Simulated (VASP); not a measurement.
Set up this calculation in VASP 6.6.1, as the native input.

```yaml
Task: single point
Functional: PBE
Potentials_or_basis: VASP PAW PBE potentials, release 64 (Rb_sv)
Cutoff: 520 eV
k_mesh: 10 × 10 × 6
Occupations: gaussian, width 0.05 eV
Spin: no spin polarisation
Dipole_correction: no
k_mesh_for_the_DOS: 15 × 15 × 9
Occupations_for_the_DOS: tetrahedron
Further_INCAR_settings: ALGO = Fast; EDIFF = 1e-07; NBANDS = 16
```

Crystal: Rb.

```
Rb
1.0
     5.07274    0.00000    0.00000
    -2.53637    4.39312    0.00000
     0.00000    0.00000    8.19320
Rb
2
Direct
  0.33333 0.66667 0.75000
  0.66667 0.33333 0.25000
```

This isn't the form of Rb at room conditions, which is bcc.

The input as run:

POSCAR

```
Rb
1.0
    5.0727391943      0.0000000000      0.0000000000
   -2.5363695972      4.3931210091      0.0000000000
    0.0000000000      0.0000000000      8.1932022209
Rb
2
Direct
    0.3333333333      0.6666666667      0.7500000000
    0.6666666667      0.3333333333      0.2500000000
```

INCAR.step1

```
SYSTEM = Rb
  PREC = Accurate
  ENCUT = 520
  EDIFF = 1E-7
  ISMEAR = 0
  SIGMA = 0.05
  LREAL = .FALSE.
  LASPH = .TRUE.
  NELM = 60
  ALGO = Fast
  ISIF = 2
  LWAVE = .FALSE.
  LCHARG = .TRUE.
  GGA = PE
  NBANDS = 16
```

KPOINTS.step1

```
regular mesh
0
G
  10 10 6
  0 0 0
```

INCAR.step2

```
SYSTEM = Rb
  PREC = Accurate
  ENCUT = 520
  EDIFF = 1E-7
  ISMEAR = -5
  SIGMA = 0.05
  LREAL = .FALSE.
  LASPH = .TRUE.
  NELM = 60
  ALGO = Fast
  ISIF = 2
  LWAVE = .FALSE.
  LCHARG = .FALSE.
  GGA = PE
  LORBIT = 11
  NBANDS = 16
  NEDOS = 2001
  ICHARG = 11
```

KPOINTS.step2

```
regular mesh
0
G
  15 15 9
  0 0 0
```

Potentials or basis: VASP PAW PBE potentials, release 64 (Rb_sv).

Command:

```sh
$ cat potpaw_PBE.64/Rb_sv/POTCAR > POTCAR
$ cp INCAR.step1 INCAR
$ cp KPOINTS.step1 KPOINTS
$ mpirun -np 1 vasp_std > vasp.out
$ cp INCAR.step2 INCAR
$ cp KPOINTS.step2 KPOINTS
$ mpirun -np 1 vasp_std > vasp.out
```

Results of the run:

The valence electrons inside the program's atomic spheres are Rb 7.29.

Wall time 16 min on 1 thread of Oxide Virtual Turin-like Processor (shared host), peak memory 0.47 GiB.
